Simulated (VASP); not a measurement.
Crystal: Pd.

```
Pd
1.0
     0.00000    1.94650    1.94650
     1.94650    0.00000    1.94650
     1.94650    1.94650    0.00000
Pd
1
Direct
  0.00000 0.00000 0.00000
```

Base run:

```yaml
Program: VASP 6.6.1
Functional: RPBE
Potentials_or_basis: VASP PAW PBE potentials, release 64 (Pd)
Cutoff: 520 eV
k_mesh: 12 × 12 × 12
Occupations: fermi-dirac, width 0.05 eV
Spin: no spin polarisation
```

Its results: band gap on the k mesh zero (band 5 reaches 10.16 eV, above the bottom of band 6 at 8.58 eV); pressure 11.4 GPa.

Task: After a change of settings the same cell gave: band gap on the k mesh zero (band 5 reaches 10.06 eV, above the bottom of band 6 at 8.48 eV); pressure 6.6 GPa. Which change was it?
A. functional from RPBE to PBE; dispersion from none to D4
B. functional from RPBE to PBE
C. functional from RPBE to PBE; dispersion from none to D3(BJ)

Result: B.

PBE binds more tightly than RPBE, so the same cell stands under less pressure.

Caveats: the PAW data sets were made with another functional, which shifts forces and pressure a little (some runs).
